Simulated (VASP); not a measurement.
# Be (P1) in VASP: further runs, part 3 of 3

VASP 6.6.1. Earlier steps stand in the parts before.

### Step 6. Single point, PBE+D3(BJ)

INCAR

```
SYSTEM = Be
PREC = Accurate ; ENCUT = 520
EDIFF = 1E-6 ; ISMEAR = -1
SIGMA = 0.24 ; LREAL = Auto
LASPH = .TRUE. ; NELM = 100
ALGO = Normal ; ISIF = 2
LWAVE = .FALSE. ; LCHARG = .FALSE.
GGA = PE ; IVDW = 12
NBANDS = 60
```

KPOINTS

```
Automatic mesh
0
G
  2 2 2
  0 0 0
```

POSCAR

```
Be
1.0
    6.9826430000      0.0000000000      0.0000000000
   -3.4913210000      6.0471460000      0.0000000000
    0.0000000000      0.0000000000      7.2945340000
Be
36
Direct
   -0.0340197163     -0.0228702929      0.0247445553
    0.1268708263      0.2164492142      0.2950702540
   -0.0490564309     -0.0347271258      0.5575818825
    0.0708895396      0.2085446589      0.7720164167
   -0.0625676018      0.3250955079     -0.0115428895
    0.1440609160      0.5744031978      0.3144272136
   -0.0092180120      0.4002880036      0.5500419903
    0.1392595534      0.5776609329      0.7859583628
    0.0030123069      0.6951047651     -0.0261017359
    0.0961708220      0.7890499088      0.2419619951
    0.1202424854      0.7351401802      0.5504395483
    0.1374244527      0.9371197586      0.7824900124
    0.3006652894      0.0625088265      0.0805123398
    0.4764319599      0.3098982561      0.2550402808
    0.3641140278      0.0496597899      0.5212944377
    0.4404887259      0.2853577539      0.7790764976
    0.3020219484      0.3290477855      0.0144217574
    0.4787847688      0.6158938448      0.2235098226
    0.3210129558      0.3691493475      0.5004980442
    0.4214940793      0.5868388162      0.7807489827
    0.3197270086      0.6868860120      0.0373841564
    0.4407419612      0.9267677678      0.3136869333
    0.3821746926      0.6779065695      0.5437770254
    0.4747423611      0.9227328065      0.8026283790
    0.6704072441      0.0279305312      0.0217560162
    0.8179705148      0.2739639493      0.2839934669
    0.7195215202      0.0448145290      0.4989078123
    0.7308726777      0.1965224587      0.7628451660
    0.6404866570      0.3116842226      0.0074987655
    0.8004167972      0.5456458303      0.2529291110
    0.6614281656      0.2908975573      0.5016495913
    0.7955501772      0.5377743484      0.7610904274
    0.6143401305      0.5861442737     -0.0299402265
    0.7923293630      0.8991018242      0.2644582916
    0.6452809777      0.6497445241      0.4663217691
    0.7784715843      0.8267040353      0.7698367024
```

Potentials or basis: VASP PAW PBE potentials, release 64 (Be).

The run is started by

```
$ cat potpaw_PBE.64/Be/POTCAR > POTCAR
$ mpirun -np 1 vasp_std > vasp.out
```

It took 4.4 min on 1 thread of Intel Xeon 8259CL, shared host; peak memory 0.41 GiB.

It converged, with:

```
Free energy                : -134.7026 eV
Pressure                   : -3.4 GPa
Largest force              : 4.560 eV/Å
Band gap on the k mesh     : zero (bands 36 and 37 overlap by 0.43 eV)
Dispersion energy per atom : -0.328 eV
```

Forces on the atoms (eV/Å):
```
Be   0.491  0.884 -0.088
Be  -0.866 -0.817 -1.430
Be   2.469  0.637 -2.308
Be   0.007  0.291 -0.048
Be   1.680  1.496  0.891
Be   1.752 -2.354 -0.449
Be   0.587 -1.375 -0.141
Be  -0.837  0.199  0.112
Be  -0.302 -0.635  1.464
Be  -1.404  4.336  0.148
Be  -1.571  0.226 -0.538
Be  -0.022  0.194 -0.504
Be   0.901 -2.266 -1.106
Be   0.334 -0.419  1.239
Be  -1.886 -0.044  1.491
Be   0.717 -0.653 -0.929
Be  -1.215  1.392  0.111
Be  -0.371 -0.646  1.474
Be   0.795 -0.291  1.314
Be   1.346 -1.061 -0.083
Be  -0.706  0.362 -0.155
Be   0.860 -0.774 -1.910
Be  -1.615  1.140 -0.746
Be  -2.094 -2.281 -1.124
Be   0.583 -1.279  0.925
Be   0.540 -1.585 -1.549
Be  -0.250 -1.165  0.919
Be   0.931  1.598 -0.458
Be   0.280 -0.015  0.462
Be  -0.932  0.736 -0.225
Be  -1.377  2.076  0.572
Be   0.570 -0.341 -1.113
Be   0.981  1.015  1.138
Be  -0.104  0.319  0.565
Be   0.875  0.102  1.428
Be  -1.145  0.995  0.649
```

Stress tensor (GPa, compression positive):
```
-3.34  1.06  2.01
 1.06 -0.79 -1.05
 2.01 -1.05 -5.95
```

Levels at points of the mesh, in eV from the Fermi level:
| k point | band 32 | band 33 | band 34 | band 35 | band 36 | band 37 | band 38 | band 39 | band 40 | band 41 |
| --- | --- | --- | --- | --- | --- | --- | --- | --- | --- | --- |
| (0.00, 0.00, 0.00) | -0.55 | -0.39 | -0.27 | -0.07 | -0.01 | 0.12 | 0.26 | 0.29 | 0.40 | 0.62 |
| (0.50, 0.00, 0.00) | -1.17 | -1.04 | -0.93 | -0.22 | -0.04 | 0.47 | 0.71 | 0.97 | 1.07 | 1.29 |
| (0.00, 0.50, 0.00) | -1.16 | -1.02 | -0.72 | -0.52 | 0.15 | 0.34 | 0.54 | 0.84 | 0.87 | 1.24 |
| (0.50, 0.50, 0.00) | -1.45 | -0.94 | -0.54 | -0.33 | 0.03 | 0.33 | 0.48 | 0.73 | 0.98 | 1.17 |
| (0.00, 0.00, 0.50) | -1.53 | -1.45 | -1.31 | -0.89 | -0.54 | -0.28 | -0.23 | 0.04 | 0.65 | 1.83 |
| (0.50, 0.00, 0.50) | -1.30 | -1.20 | -1.02 | -0.87 | -0.52 | 0.64 | 0.76 | 0.91 | 1.03 | 1.30 |
| (0.00, 0.50, 0.50) | -1.40 | -1.29 | -0.97 | -0.88 | -0.61 | 0.43 | 1.02 | 1.22 | 1.32 | 1.49 |
| (0.50, 0.50, 0.50) | -1.47 | -1.22 | -1.05 | -0.77 | -0.37 | 0.48 | 0.58 | 1.04 | 1.30 | 1.46 |

Caveat: the k points lie up to 0.52 Å⁻¹ apart; the atoms stand as in a frame of molecular dynamics; forces of over 1 eV/Å act on the atoms, so gaps and moduli don't describe the material at rest.

### Step 7. Single point, PBE+D3(BJ)

INCAR

```
SYSTEM = Be
PREC = Accurate
ENCUT = 520
EDIFF = 1E-6
ISMEAR = -1
SIGMA = 0.24
LREAL = Auto
LASPH = .True.
NELM = 80
ALGO = Normal
ISIF = 2
LWAVE = .False.
LCHARG = .False.
GGA = PE
IVDW = 12
NBANDS = 60
```

KPOINTS

```
Automatic mesh
0
Gamma
  2 2 2
  0 0 0
```

POSCAR

```
Be
1.0
    6.9826430000      0.0000000000      0.0000000000
   -3.4913210000      6.0471460000      0.0000000000
    0.0000000000      0.0000000000      7.2945340000
Be
36
Direct
    0.0343127152      0.0480888009      0.0481456389
    0.0549289950      0.2008550811      0.3141256179
   -0.0052247486     -0.0394070194      0.5135352032
    0.0854896750      0.2314149518      0.7515353277
    0.0069487071      0.3548285423      0.0085406415
    0.1151833017      0.5253552668      0.2950428362
    0.0173873543      0.3641056459      0.5527563515
    0.1284257448      0.5990429204      0.7985979639
    0.0099848885      0.6975356639      0.0348754286
    0.1229150178      0.9494892301      0.3028020707
    0.0336142843      0.7018021394      0.5519612356
    0.1546420768      0.9749061789      0.8118681742
    0.3508806076     -0.0011244974      0.0384534502
    0.4559505390      0.2819677249      0.2942203025
    0.3224636453      0.0560098929      0.5432286696
    0.4895192458      0.2783296451      0.7576769126
    0.2953587748      0.3470562808      0.0105969758
    0.4571361958      0.6029290512      0.2732594022
    0.3238139481      0.3723740092      0.5309592086
    0.4437113217      0.5646796026      0.7658199962
    0.3247488818      0.6811477679      0.0310095203
    0.4335693669      0.8869307935      0.2826774130
    0.3182665950      0.7057048069      0.5311648421
    0.4094254796      0.9064110574      0.7736889019
    0.6766557031     -0.0286581472      0.0432652723
    0.7652990694      0.2109259475      0.2467875261
    0.6680105064     -0.0305102605      0.5587608475
    0.7670966439      0.2235434699      0.7587187886
    0.6751356583      0.3248143835      0.0010692938
    0.8059449638      0.5967443154      0.2916430302
    0.6852140316      0.3831228814      0.5098612194
    0.8115508671      0.5616699183      0.7516724166
    0.6439710331      0.6137275336      0.0045787709
    0.7740023618      0.9058984189      0.2970717526
    0.6450074227      0.6562434577      0.5479445294
    0.7879152671      0.9024753165      0.7897968534
```

Potentials or basis: VASP PAW PBE potentials, release 64 (Be).

The run is started by

```
$ cat potpaw_PBE.64/Be/POTCAR > POTCAR
$ mpirun -np 1 vasp_std > vasp.out
```

OUTCAR:

```text
SYSTEM = Be
   PREC = Accurate
   ENCUT = 520
   EDIFF = 1E-6
   ISMEAR = -1
   LREAL = Auto
   LASPH = .True.
   NELM = 80
   ISIF = 2
   GGA = PE
   IVDW = 12
 IVDW          = 12

 ion  position               nearest neighbor table
   1  0.034  0.048  0.048-  17 1.99  12 2.09  10 2.18   2 2.18   5 2.26  25 2.28   9 2.37
   2  0.055  0.201  0.314-  34 2.02  10 2.04   6 2.09   3 2.10  26 2.12   7 2.17   1 2.18  19 2.28

   3  0.995  0.961  0.514-  10 1.80  11 1.98  15 2.05   2 2.10  34 2.10  35 2.31  27 2.34
   4  0.085  0.231  0.752-   7 1.90  12 2.12  19 2.17  28 2.20  36 2.21   5 2.24  17 2.28
   5  0.007  0.355  0.009-  17 2.04   8 2.13  29 2.22   4 2.24  21 2.26   1 2.26  26 2.28  28 2.33
                             6 2.34
   6  0.115  0.525  0.295-   2 2.09   7 2.12  18 2.17  23 2.19  21 2.33   5 2.34  26 2.36
   7  0.017  0.364  0.553-   4 1.90  19 2.12   6 2.12  28 2.14   2 2.17  23 2.26   8 2.29  11 2.30
[... 6 lines left out ...]
  11  0.034  0.702  0.552-   3 1.98  23 1.98  32 1.99   8 2.16  15 2.28   7 2.30  30 2.35  31 2.36
                            10 2.37
  12  0.155  0.975  0.812-  24 2.08   1 2.09  13 2.10   4 2.12  15 2.21  16 2.27   9 2.34  36 2.35

  13  0.351  0.999  0.038-  12 2.10  21 2.13  22 2.14  24 2.14   9 2.26  29 2.29  25 2.38
  14  0.456  0.282  0.294-  31 2.10  19 2.19  18 2.24  15 2.28  10 2.32  30 2.33
  15  0.322  0.056  0.543-   3 2.05  16 2.10  10 2.13  19 2.21  12 2.21  24 2.22  14 2.28  11 2.28

  16  0.490  0.278  0.758-  15 2.10  29 2.13  32 2.13  28 2.16  31 2.16  20 2.18  12 2.27  19 2.29
                            24 2.37
  17  0.295  0.347  0.011-   1 1.99   5 2.04  33 2.20  20 2.24  21 2.24   4 2.28
  18  0.457  0.603  0.273-  22 2.07  34 2.17   6 2.17  21 2.19  14 2.24  35 2.32  33 2.33  19 2.34
                            23 2.39
  19  0.324  0.372  0.531-  20 2.08   7 2.12  35 2.13   4 2.17  14 2.19  15 2.21   2 2.28  16 2.29
                            18 2.34  23 2.35
  20  0.444  0.565  0.766-  35 2.00  19 2.08  33 2.15  16 2.18  17 2.24   8 2.34  23 2.35  36 2.39
[... 18 lines left out ...]
  33  0.644  0.614  0.005-  29 2.13  20 2.15  17 2.20  32 2.31   9 2.33  18 2.33  36 2.35
  34  0.774  0.906  0.297-   2 2.02  25 2.10   3 2.10  27 2.17  18 2.17  26 2.19  30 2.28  10 2.30
                            22 2.32  35 2.37
  35  0.645  0.656  0.548-  20 2.00  31 2.08  27 2.11  19 2.13  32 2.18  36 2.31   3 2.31  18 2.32
                            30 2.32  34 2.37
  36  0.788  0.902  0.790-  27 2.04  25 2.15   4 2.21  35 2.31  28 2.33  33 2.35  12 2.35  20 2.39

  LATTYP: Found a hexagonal cell.
 ALAT       =     6.9826430000
 C/A-ratio  =     1.0446666112

  Lattice vectors:

 A1 = (   6.9826430000,   0.0000000000,   0.0000000000)
 A2 = (  -3.4913210000,   6.0471460000,   0.0000000000)
 A3 = (   0.0000000000,   0.0000000000,   7.2945340000)

Analysis of symmetry for initial positions (statically):
=====================================================================
 Subroutine PRICEL returns:
 Original cell was already a primitive cell.

 Routine SETGRP: Setting up the symmetry group for a
 hexagonal supercell.

 Subroutine GETGRP returns: Found  1 space group operations
 (whereof  1 operations were pure point group operations)
 out of a pool of 24 trial point group operations.

The static configuration has the point symmetry C_1 .

Analysis of symmetry for dynamics (positions and initial velocities):
=====================================================================
 Subroutine PRICEL returns:
 Original cell was already a primitive cell.

 Routine SETGRP: Setting up the symmetry group for a
 hexagonal supercell.

[... 137 lines left out ...]
   k-points           NKPTS =      8   k-points in BZ     NKDIM =      8   number of bands    NBANDS=     60
   number of dos      NEDOS =    301   number of ions     NIONS =     36
   total plane-waves  NPLWV = 157464
   dimension x,y,z NGX =    54 NGY =   54 NGZ =   54
   dimension x,y,z NGXF=   108 NGYF=  108 NGZF=  108
   ions per type =              36
   NGX,Y,Z   is equivalent  to a cutoff of  12.86, 12.86, 12.31 a.u.
   NGXF,Y,Z  is equivalent  to a cutoff of  25.71, 25.71, 24.61 a.u.
 SYSTEM =  Be
   PREC   = accura    normal or accurate (medium, high low for compatibility)
   ISTART =      0    job   : 0-new  1-cont  2-samecut
   ICHARG =      2    charge: 1-file 2-atom 10-const
   ISPIN  =      1    spin polarized calculation?
   LNONCOLLINEAR =      F non collinear calculations
   LSORBIT =      F    spin-orbit coupling
   LASPH  =      T    aspherical Exc in radial PAW
   ENCUT  =  520.0 eV  38.22 Ry    6.18 a.u.  12.98 12.98 13.56*2*pi/ulx,y,z
   NELM   =     80;   NELMIN=  2; NELMDL= -5     # of ELM steps
   EDIFF  = 0.1E-05   stopping-criterion for ELM
   LREAL  =      T    real-space projection
   EDIFFG = 0.1E-04   stopping-criterion for IOM
   NSW    =      0    number of steps for IOM
   IBRION =     -1    ionic relax: 0-MD 1-quasi-New 2-CG
   NFREE  =      0    steps in history (QN), initial steepest desc. (CG)
   ISIF   =      2    stress and relaxation
   ISYM   =      2    0-nonsym 1-usesym 2-fastsym
   POTIM  = 0.5000    time-step for ionic-motion
   TEBEG  =    0.0;   TEEND  =   0.0 temperature during run
   PSTRESS=    0.0 pullay stress
   NELECT =      72.0000    total number of electrons
   NUPDOWN=      -1.0000    fix difference up-down
   EMIN   =  10.00;   EMAX   =-10.00  energy-range for DOS
   EFERMI =   0.00;   METHOD = LEGACY
   ISMEAR =    -1;   SIGMA  =   0.24  broadening in eV -4-tet -1-fermi 0-gaus
   EFERMI_NEDOS =   21; number of points for ismear=-14 and -15
   IALGO  =     38    algorithm
   IMIX   =      4    mixing-type and parameters
     AMIX     =   0.40;   BMIX     =  1.00
     AMIX_MAG =   1.60;   BMIX_MAG =  1.00
  volume/ion in A,a.u.               =       8.56        57.74
  Fermi-wavevector in a.u.,A,eV,Ry     =   1.008470  1.905732 13.837289  1.017012
  Thomas-Fermi vector in A             =   2.141339
   LORBIT       =      0    0 simple, 1 ext, 2 COOP (PROOUT), +10 PAW based schemes
   GGA     = PE    functional components
   LHFCALC =     F    Hartree Fock is set to
   AEXX    =    0.0000 exact exchange contribution
   IVDW    =    12    specifies the selected vdW correction
   LEPSILON=     F    determine dielectric tensor
   LRPA    =     F    only Hartree local field effects (RPA)
 non-spin polarized calculation
  energy-cutoff  :      520.00
  volume of cell :      308.01
 maximum number of plane-waves:      8320
 NGX is ok and might be reduce to    54
   NGX = 25   NGY = 25   NGZ = 27

 number of electron      72.0000000 magnetization

 Free energy of the ion-electron system (eV)
  ---------------------------------------------------
  ext. energy  EPLUGINS =         0.00000000
  ---------------------------------------------------
  free energy    TOTEN  =      -127.81947125 eV

  energy without entropy =     -126.86836943  energy(sigma->0) =     -127.34392034

 E-fermi :   6.0910     XC(G=0): -10.3196

 val. band max:        6.0830383405   @ k =   0.0000   0.0000   0.5000
 cond. band min:       6.1126292374   @ k =   0.0000   0.0000   0.0000
 fundamental gap:      0.0295908970
 Fermi energy:         6.0910237351

 k-point     1 :       0.0000    0.0000    0.0000
  band No.  band energies     occupation
      1      -4.5691      2.00000
      2      -2.5200      2.00000
      3      -2.4857      2.00000
      4      -1.6877      2.00000
      5      -1.6460      2.00000
      6      -1.5639      2.00000
[... 397 lines left out ...]
     47       8.8142      0.00002
     48       9.0027      0.00001
 [bands above 48 left out]

------------------------ aborting loop because EDIFF is reached ----------------------------------------

 Edisp (eV)  -11.78644

 E8    (eV) :    -4.0781

  FORCE on cell =-STRESS in cart. coord.  units (eV):
  Direction    XX          YY          ZZ          XY          YZ          ZX
  --------------------------------------------------------------------------------------
  -------------------------------------------------------------------------------------
  Total      -9.76027   -16.08734   -20.74862    -2.01898    -2.92905    -0.87024
  in kB     -50.76971   -83.68103  -107.92744   -10.50206   -15.23593    -4.52668
  external pressure =      -80.79 kB  Pullay stress =        0.00 kB

 VOLUME and BASIS-vectors are now :
 -----------------------------------------------------------------------------
  energy-cutoff  :      520.00
  volume of cell :      308.01
      direct lattice vectors                 reciprocal lattice vectors
     6.982643000  0.000000000  0.000000000     0.143212248  0.082683621  0.000000000
    -3.491321000  6.047146000  0.000000000     0.000000000  0.165367266  0.000000000
     0.000000000  0.000000000  7.294534000     0.000000000  0.000000000  0.137088949

 POSITION                                       TOTAL-FORCE (eV/Angst)
 -----------------------------------------------------------------------------------
      0.07170      0.29080      0.35120        -0.831157     -1.290714     -0.409113
     -0.31770      1.21460      2.29140         0.871885      1.166187     -0.699228
      3.59242      5.80885      3.74600        -2.829541      0.904302      3.053541
     -0.21100      1.39940      5.48210         0.975227     -0.379139      1.572860
     -1.19030      2.14570      0.06230        -0.788815     -0.265781      0.772080
     -1.02990      3.17690      2.15220        -0.635462      0.959175     -0.379679
[... 28 lines left out ...]
      2.21270      3.96840      3.99700         0.722331      0.872952     -1.078473
      2.35090      5.45740      5.76120         0.537691     -0.583749      0.177134
 -----------------------------------------------------------------------------------
    total drift:                               -0.000398     -0.002160     -0.001132

  FREE ENERGIE OF THE ION-ELECTRON SYSTEM (eV)
  ---------------------------------------------------
  free  energy   TOTEN  =      -139.6059135655 eV

  energy  without entropy=     -138.6548117501  energy(sigma->0) =     -139.13036266
```

Run time: 4.4 min. Hardware: 1 thread of Intel Xeon 8259CL, shared host; peak memory 0.41 GiB.

Results:

* Free energy: -139.6059 eV
* Pressure: -8.1 GPa
* Largest force: 4.260 eV/Å
* Band gap on the k mesh: zero (bands 36 and 37 overlap by 0.59 eV)
* Dispersion energy per atom: -0.327 eV

Forces on the atoms (eV/Å):
```
Be  -0.831 -1.291 -0.409
Be   0.872  1.166 -0.699
Be  -2.830  0.904  3.054
Be   0.975 -0.379  1.573
Be  -0.789 -0.266  0.772
Be  -0.635  0.959 -0.380
Be  -1.474  0.656 -1.294
Be   0.094 -0.834 -0.785
Be  -0.217 -0.080  0.100
Be   1.872 -1.315 -2.131
Be   0.012 -0.260 -0.964
Be  -0.487 -0.929 -0.982
Be  -0.680  0.849  0.417
Be   0.366 -0.535 -1.051
Be   1.176 -0.710 -0.461
Be  -0.841 -0.355  0.657
Be   1.554  0.635  0.302
Be   0.538 -0.615  0.163
Be   0.076 -0.468 -0.555
Be  -1.071  0.830  0.811
Be   0.578 -0.250 -0.002
Be  -0.130  0.797  0.137
Be   1.739 -0.776  0.201
Be   1.624  0.621  0.054
Be  -1.181  0.247 -0.586
Be  -0.560  1.016  1.256
Be  -0.707  0.941 -1.096
Be   0.147  0.018  0.340
Be   0.058  0.557  0.688
Be  -0.388 -0.237 -0.690
Be   0.645 -1.385  0.382
Be  -0.876 -0.077  1.658
Be  -0.227  0.915  0.649
Be   0.337 -0.641 -0.228
Be   0.722  0.873 -1.078
Be   0.538 -0.584  0.177
```

Stress tensor (GPa, compression positive):
```
 -5.08  -1.05  -0.45
 -1.05  -8.37  -1.52
 -0.45  -1.52 -10.79
```

Levels at points of the mesh, in eV from the Fermi level:
| k point | band 33 | band 34 | band 35 | band 36 | band 37 | band 38 | band 39 | band 40 |
| --- | --- | --- | --- | --- | --- | --- | --- | --- |
| (0.00, 0.00, 0.00) | -0.28 | -0.25 | -0.18 | 0.02 | 0.20 | 0.32 | 0.38 | 0.49 |
| (0.50, 0.00, 0.00) | -0.92 | -0.68 | -0.12 | -0.04 | 0.88 | 1.14 | 1.20 | 1.30 |
| (0.00, 0.50, 0.00) | -0.93 | -0.73 | -0.44 | -0.13 | 0.77 | 0.89 | 1.10 | 1.19 |
| (0.50, 0.50, 0.00) | -0.93 | -0.66 | -0.35 | 0.03 | 0.77 | 0.99 | 1.28 | 1.47 |
| (0.00, 0.00, 0.50) | -1.11 | -1.05 | -0.95 | -0.91 | -0.56 | -0.39 | -0.11 | -0.01 |
| (0.50, 0.00, 0.50) | -1.25 | -1.12 | -0.96 | -0.83 | 0.89 | 1.34 | 1.58 | 1.63 |
| (0.00, 0.50, 0.50) | -1.40 | -1.27 | -1.10 | -0.93 | 1.27 | 1.29 | 1.46 | 1.73 |
| (0.50, 0.50, 0.50) | -1.29 | -1.18 | -1.00 | -0.74 | 0.86 | 1.06 | 1.20 | 1.69 |

Caveat: the k points lie up to 0.52 Å⁻¹ apart, too coarse for converged energies and pressures of a metal; the atoms stand as in a frame of molecular dynamics; forces of over 1 eV/Å act on the atoms, so gaps and moduli don't describe the material at rest.

### Step 8. Summary

| cell | gap on the mesh (eV) | pressure (GPa) | largest force (eV/Å) |
| --- | --- | --- | --- |
| as given, atomic positions A | none | -3.9 | 4.59 |
| as given, atomic positions B | none | -4.8 | 3.08 |
| as given, atomic positions C | none | -3.4 | 4.00 |
| as given, atomic positions D | none | -5.4 | 3.98 |
| as given, atomic positions E | none | -3.4 | 4.56 |
| as given, atomic positions F | none | -8.1 | 4.26 |

Alike in all rows: task single point; level PBE+D3(BJ); potentials or basis VASP PAW PBE potentials, release 64 (Be); no spin polarisation; k mesh 2 × 2 × 2; cutoff (eV) 520; smearing fermi-dirac 0.24 eV.

Caveats: all runs use coarse meshes; forces of over 1 eV/Å act on the atoms, so gaps and moduli don't describe the material at rest; the atoms stand as in a frame of molecular dynamics (at least some runs).

Total energies depend on the potentials used, so only differences within one code and one set of settings carry meaning.

The gap in the log of VASP goes by the Fermi energy; the results here count the filled bands.